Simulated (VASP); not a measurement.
Input of a VASP 6.6.1 run:

Contents of INCAR:

```
  ALGO = Normal
  EDIFF = 1E-7
  EDIFFG = -0.04
  ENCUT = 500
  GGA = PS
  GGA_COMPAT = F
  IBRION = 2
  ISIF = 3
  ISMEAR = 0
  LASPH = T
  LCHARG = F
  LREAL = F
  LWAVE = F
  NELM = 120
  NELMIN = 4
  NSW = 90
  PREC = Accurate
  SIGMA = 0.1
```

KPOINTS

```
k-points
0
Gamma
  6 6 4
```

Contents of POSCAR:

```
Al
1.0
    2.6868123428     -1.7757774202      0.0000000000
    2.6868123428      1.7757774202      0.0000000000
    0.0000000000      0.0000000000      7.2438386526
Al
4
Direct
    0.8500000000      0.1500000000      0.1170000000
    0.6500000000      0.3500000000      0.6170000000
    0.1500000000      0.8500000000      0.8830000000
    0.3500000000      0.6500000000      0.3830000000
```

Potentials or basis: VASP PAW PBE potentials, release 64 (Al).

Command:

```bash
$ cat potpaw_PBE.64/Al/POTCAR > POTCAR
$ mpirun -np 1 vasp_std > vasp.out
```

**Question.** Estimate the relaxed volume.

**Answer.** 16.26 Å³/atom.

**Question.** What does it give for the relaxed cell?

**Answer.** a = 2.846 Å, b = 2.846 Å, c = 8.036 Å, α = 90.00°, β = 90.00°, γ = 91.31°.

**Question.** Estimate the space group after relaxing (to 0.1 Å).

**Answer.** Fm-3m (No. 225).

Step by step:
```tsv
step	energy change (eV)	largest force (eV/Å)	pressure (GPa)	volume (Å³)
1	0.0000	7.5347	22.09	69.12
2	-2.5103	1.2423	-6.77	93.39
3	-3.2719	0.8225	-3.55	80.38
4	-3.2807	0.7851	-3.28	80.00
5	-3.2898	0.6870	-2.51	79.07
6	-3.7274	0.4986	-3.99	76.34
7	-4.4522	0.3666	0.42	66.77
8	-4.4481	0.3233	-1.25	68.34
9	-4.4590	0.3404	-0.66	67.74
10	-4.4610	0.3565	-0.12	67.26
11	-4.5160	0.2458	0.44	66.36
12	-4.5753	0.3128	2.70	64.11
13	-4.5986	0.2970	-0.03	65.87
14	-4.6009	0.2966	0.53	65.46
15	-4.6263	0.2150	-0.72	66.29
16	-4.6354	0.1493	-1.96	67.22
17	-4.6538	0.1494	-0.67	66.00
18	-4.6571	0.1773	0.14	65.28
19	-4.6669	0.1594	0.32	65.08
20	-4.6977	0.1151	0.71	64.46
21	-4.6835	0.0085	2.58	63.19
22	-4.7078	0.0664	1.29	63.97
23	-4.7134	0.0503	1.02	64.18
24	-4.7206	0.0115	0.21	64.79
25	-4.7207	0.0140	0.32	64.71
26	-4.7246	0.0115	0.12	64.85
27	-4.7263	0.0081	-0.12	65.05
```

Caveat: the highest band is partly filled, so the run has too few bands; the PAW data sets were made with another functional, which shifts forces and pressure a little.
